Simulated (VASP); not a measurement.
# TiCo3 (Pm-3m) in VASP: further runs, part 2 of 2

VASP 6.6.1.

### 4 Single point, PBEsol, collinear spin, ferromagnetic start (volume scaled by 0.88)

The input, INCAR:

```
  PREC = Accurate
  ENCUT = 520
  EDIFF = 1E-7
  ISMEAR = -1
  SIGMA = 0.05
  LREAL = F
  LASPH = T
  NELM = 150
  ALGO = Normal
  ISIF = 2
  LWAVE = F
  LCHARG = T
  ISPIN = 2
  MAGMOM = 0 2 2 2
  LORBIT = 11
  LMAXMIX = 4
  GGA = PS
  LELF = T
  LVHAR = T
  NBANDS = 32
```

The input, KPOINTS:

```
regular mesh
0
Gamma
  10 10 10
```

The input, POSCAR:

```
TiCo3
1.0
    3.4220320619      0.0000000000      0.0000000000
    0.0000000000      3.4220320619      0.0000000000
    0.0000000000      0.0000000000      3.4220320619
Ti Co
1 3
Direct
    0.0000000000      0.0000000000      0.0000000000
    0.0000000000      0.5000000000      0.5000000000
    0.5000000000      0.0000000000      0.5000000000
    0.5000000000      0.5000000000      0.0000000000
```

Potentials or basis: VASP PAW PBE potentials, release 64 (Ti_sv, Co).

The run is started by

```bash
> cat potpaw_PBE.64/Ti_sv/POTCAR potpaw_PBE.64/Co/POTCAR > POTCAR
> mpirun -np 1 vasp_std > vasp.out
```

OUTCAR:

```text
PREC = Accurate
   ENCUT = 520
   EDIFF = 1E-7
   ISMEAR = -1
   LREAL = F
   LASPH = T
   NELM = 150
   ISIF = 2
   ISPIN = 2
   LORBIT = 11
   GGA = PS

 ion  position               nearest neighbor table
   1  0.000  0.000  0.000-   2 2.42   3 2.42   4 2.42   2 2.42   3 2.42   2 2.42   4 2.42   2 2.42
                             3 2.42   4 2.42   3 2.42   4 2.42
   2  0.000  0.500  0.500-   1 2.42   3 2.42   4 2.42   1 2.42   4 2.42   1 2.42   3 2.42   1 2.42
                             3 2.42   4 2.42   4 2.42   3 2.42
   3  0.500  0.000  0.500-   1 2.42   2 2.42   4 2.42   1 2.42   4 2.42   2 2.42   4 2.42   4 2.42
                             1 2.42   2 2.42   1 2.42   2 2.42
   4  0.500  0.500  0.000-   1 2.42   2 2.42   3 2.42   2 2.42   3 2.42   1 2.42   3 2.42   3 2.42
                             1 2.42   2 2.42   2 2.42   1 2.42

  LATTYP: Found a simple cubic cell.
 ALAT       =     3.4220320619

  Lattice vectors:

 A1 = (   3.4220320619,   0.0000000000,   0.0000000000)
 A2 = (   0.0000000000,   3.4220320619,   0.0000000000)
 A3 = (   0.0000000000,   0.0000000000,   3.4220320619)

Analysis of symmetry for initial positions (statically):
=====================================================================
 Subroutine PRICEL returns:
 Original cell was already a primitive cell.

 Routine SETGRP: Setting up the symmetry group for a
 simple cubic supercell.

 Subroutine GETGRP returns: Found 48 space group operations
 (whereof 48 operations were pure point group operations)
 out of a pool of 48 trial point group operations.

The static configuration has the point symmetry O_h .

Analysis of symmetry for dynamics (positions and initial velocities):
=====================================================================
 Subroutine PRICEL returns:
 Original cell was already a primitive cell.

 Routine SETGRP: Setting up the symmetry group for a
 simple cubic supercell.

 Subroutine GETGRP returns: Found 48 space group operations
 (whereof 48 operations were pure point group operations)
 out of a pool of 48 trial point group operations.

The dynamic configuration has the point symmetry O_h .

Analysis of structural, dynamic, and magnetic symmetry:
=====================================================================
 Subroutine PRICEL returns:
 Original cell was already a primitive cell.

 Routine SETGRP: Setting up the symmetry group for a
 simple cubic supercell.

 Subroutine GETGRP returns: Found 48 space group operations
 (whereof 48 operations were pure point group operations)
 out of a pool of 48 trial point group operations.

The overall configuration has the point symmetry O_h .

 Subroutine INISYM returns: Found 48 space group operations
 (whereof 48 operations are pure point group operations),
 and found     1 'primitive' translations

----------------------------------------------------------------------------------------

                                     Primitive cell

  volume of cell :      40.0730

  direct lattice vectors                    reciprocal lattice vectors
     3.422032062  0.000000000  0.000000000     0.292224030  0.000000000  0.000000000
     0.000000000  3.422032062  0.000000000     0.000000000  0.292224030  0.000000000
     0.000000000  0.000000000  3.422032062     0.000000000  0.000000000  0.292224030
[... 88 lines left out ...]
   EDIFF  = 0.1E-06   stopping-criterion for ELM
   LREAL  =      F    real-space projection
   EDIFFG = 0.1E-05   stopping-criterion for IOM
   NSW    =      0    number of steps for IOM
   IBRION =     -1    ionic relax: 0-MD 1-quasi-New 2-CG
   NFREE  =      0    steps in history (QN), initial steepest desc. (CG)
   ISIF   =      2    stress and relaxation
   ISYM   =      2    0-nonsym 1-usesym 2-fastsym
   POTIM  = 0.5000    time-step for ionic-motion
   TEBEG  =    0.0;   TEEND  =   0.0 temperature during run
   PSTRESS=    0.0 pullay stress
   NELECT =      39.0000    total number of electrons
   NUPDOWN=      -1.0000    fix difference up-down
   EMIN   =  10.00;   EMAX   =-10.00  energy-range for DOS
   EFERMI =   0.00;   METHOD = LEGACY
   ISMEAR =    -1;   SIGMA  =   0.05  broadening in eV -4-tet -1-fermi 0-gaus
   EFERMI_NEDOS =   21; number of points for ismear=-14 and -15
   IALGO  =     38    algorithm
   IMIX   =      4    mixing-type and parameters
     AMIX     =   0.40;   BMIX     =  1.00
     AMIX_MAG =   1.60;   BMIX_MAG =  1.00
  volume/ion in A,a.u.               =      10.02        67.61
  Fermi-wavevector in a.u.,A,eV,Ry     =   1.622354  3.065805 35.810977  2.632033
  Thomas-Fermi vector in A             =   2.715981
   LORBIT       =     11    0 simple, 1 ext, 2 COOP (PROOUT), +10 PAW based schemes
   GGA     = PS    functional components
   LHFCALC =     F    Hartree Fock is set to
   AEXX    =    0.0000 exact exchange contribution
   IVDW    =     0    specifies the selected vdW correction
   LEPSILON=     F    determine dielectric tensor
   LRPA    =     F    only Hartree local field effects (RPA)
 spin polarized calculation
  energy-cutoff  :      520.00
  volume of cell :       40.07
 maximum number of plane-waves:      1108
 NGX is ok and might be reduce to    28
   NGX = 13   NGY = 13   NGZ = 13

 number of electron      39.0000027 magnetization      -0.0004134

 number of electron      39.0000027 magnetization       0.0008049

 Free energy of the ion-electron system (eV)
  ---------------------------------------------------
  ext. energy  EPLUGINS =         0.00000000
  ---------------------------------------------------
  free energy    TOTEN  =       -32.46602800 eV

  energy without entropy =      -32.42949451  energy(sigma->0) =      -32.44776125

 E-fermi :  12.0511     XC(G=0): -14.2144

 val. band max:       12.0368654187   @ k =   0.2000   0.0000   0.0000
 cond. band min:      12.0567730762   @ k =   0.5000   0.1000   0.0000
 fundamental gap:      0.0199076575
 Fermi energy:        12.0511103563

 spin component 1

 k-point     1 :       0.0000    0.0000    0.0000
  band No.  band energies     occupation
      1     -43.8362      1.00000
      2     -20.2297      1.00000
      3     -20.2297      1.00000
      4     -20.2297      1.00000
      5       3.4315      1.00000
      6       6.9586      1.00000
[... 805 lines left out ...]
     30      24.2331      0.00000
     31      25.8916      0.00000

 [... further k-points ...]

 spin component 2

 k-point     1 :       0.0000    0.0000    0.0000
  band No.  band energies     occupation
      1     -43.8364      1.00000
      2     -20.2298      1.00000
      3     -20.2298      1.00000
      4     -20.2298      1.00000
      5       3.4315      1.00000
      6       6.9587      1.00000
[... 805 lines left out ...]
     30      24.2332      0.00000
     31      25.8917      0.00000

 [... further k-points ...]

 [bands above 31 left out]

------------------------ aborting loop because EDIFF is reached ----------------------------------------

  FORCE on cell =-STRESS in cart. coord.  units (eV):
  Direction    XX          YY          ZZ          XY          YZ          ZX
  --------------------------------------------------------------------------------------
  -------------------------------------------------------------------------------------
  Total        6.3495472      6.3495472      6.3495472     -0.0000000      0.0000000      0.0000000
  in kB      253.8639995    253.8639995    253.8639995     -0.0000000      0.0000000      0.0000000
  external PRESSURE =     253.8639995 kB  Pullay stress =       0.0000000 kB

 VOLUME and BASIS-vectors are now :
 -----------------------------------------------------------------------------
  energy-cutoff  :      520.00
  volume of cell :       40.07
      direct lattice vectors                 reciprocal lattice vectors
     3.422032062  0.000000000  0.000000000     0.292224030  0.000000000  0.000000000
     0.000000000  3.422032062  0.000000000     0.000000000  0.292224030  0.000000000
     0.000000000  0.000000000  3.422032062     0.000000000  0.000000000  0.292224030

 POSITION                                       TOTAL-FORCE (eV/Angst)
 -----------------------------------------------------------------------------------
      0.00000      0.00000      0.00000         0.000000      0.000000      0.000000
      0.00000      1.71102      1.71102         0.000000      0.000000      0.000000
      1.71102      0.00000      1.71102         0.000000      0.000000      0.000000
      1.71102      1.71102      0.00000         0.000000      0.000000      0.000000
 -----------------------------------------------------------------------------------
    total drift:                                0.000000      0.000000      0.000000

  FREE ENERGIE OF THE ION-ELECTRON SYSTEM (eV)
  ---------------------------------------------------
  free  energy   TOTEN  =       -32.4660279988 eV

  energy  without entropy=      -32.4294945069  energy(sigma->0) =      -32.44776125

 total charge

# of ion       s       p       d       tot
------------------------------------------
    1        2.308   6.254   2.121  10.683
    2        0.573   0.631   7.432   8.636
    3        0.573   0.631   7.432   8.636
    4        0.573   0.631   7.432   8.636
--------------------------------------------------
tot          4.026   8.148  24.418  36.592

 magnetization (x)

# of ion       s       p       d       tot
------------------------------------------
    1       -0.000  -0.000  -0.000  -0.000
    2       -0.000  -0.000   0.000   0.000
    3       -0.000  -0.000   0.000   0.000
    4       -0.000  -0.000   0.000   0.000
--------------------------------------------------
tot         -0.000  -0.000   0.001   0.001
```

Run time: 95 s. Hardware: 1 thread of Intel Xeon 6975P-C (Granite Rapids), shared host; peak memory 0.24 GiB.

Results:

| Quantity | Value |
| --- | --- |
| Free energy | -32.4660 eV |
| Pressure | 25.4 GPa |
| Net moment | 0.00 μB per cell |
| Valence electrons inside the program's atomic spheres | Ti 10.68; Co 8.64 |

Caveat: the starting moments collapsed, and a magnetic state may lie lower; the PAW data sets were made with another functional, which shifts forces and pressure a little.

### 5 Single point, PBEsol, collinear spin, ferromagnetic start (volume scaled by 0.88, start moments a quarter as large)

The input, INCAR:

```
PREC     = Accurate       # precision mode
ENCUT    = 520            # plane-wave cutoff, eV
EDIFF    = 1E-6           # SCF threshold, eV
ISMEAR   = -1             # smearing method
SIGMA    = 0.05           # smearing width, eV
LREAL    = F              # projectors in reciprocal space
LASPH    = T              # aspherical terms in the spheres
NELM     = 150            # most SCF steps
ALGO     = Normal         # electronic algorithm
ISIF     = 2              # what is computed and relaxed
LWAVE    = F              # write WAVECAR
LCHARG   = F              # write CHGCAR
ISPIN    = 2              # spin polarisation
MAGMOM   = 0 0.5 0.5 0.5  # initial moments
LORBIT   = 11             # projections on sites
LMAXMIX  = 4              # l up to which the mixer works
GGA      = PS             # functional
NBANDS   = 32             # bands
```

KPOINTS is that of step 4.

POSCAR is that of step 4.

The run is started by

```bash
> cat potpaw_PBE.64/Ti_sv/POTCAR potpaw_PBE.64/Co/POTCAR > POTCAR
> mpirun -np 1 vasp_std > vasp.out
```

It took 85 s on 1 thread of Intel Xeon 6975P-C (Granite Rapids), shared host; peak memory 0.24 GiB.

The run converged. Its results:

| Item | Value |
| --- | --- |
| Free energy | -32.4660 eV |
| Pressure | 25.4 GPa |
| Net moment | 0.00 μB per cell |
| Valence electrons inside the program's atomic spheres | Ti 10.68; Co 8.64 |

Levels at points of the mesh, in eV from the Fermi level:
Spin up:
```csv
k point,band 17,band 18,band 19,band 20,band 21,band 22,band 23,band 24
"(0.00, 0.00, 0.00)",0.57,0.86,0.86,0.86,2.99,2.99,3.79,3.79
"(0.50, 0.00, 0.00)",-0.66,-0.66,-0.58,0.14,0.86,1.36,1.36,2.24
"(0.50, 0.50, 0.00)",-1.06,-0.93,-0.93,-0.45,-0.40,1.96,1.96,2.59
"(0.50, 0.50, 0.50)",-0.16,0.60,0.60,0.60,1.10,1.10,1.10,2.60
```
Spin down:
```tsv
k point	band 17	band 18	band 19	band 20	band 21	band 22	band 23	band 24
(0.00, 0.00, 0.00)	0.57	0.86	0.86	0.86	2.99	2.99	3.79	3.79
(0.50, 0.00, 0.00)	-0.66	-0.66	-0.58	0.14	0.86	1.36	1.36	2.24
(0.50, 0.50, 0.00)	-1.06	-0.94	-0.94	-0.45	-0.40	1.96	1.96	2.59
(0.50, 0.50, 0.50)	-0.16	0.60	0.60	0.60	1.10	1.10	1.10	2.60
```

Caveat: the PAW data sets were made with another functional, which shifts forces and pressure a little.
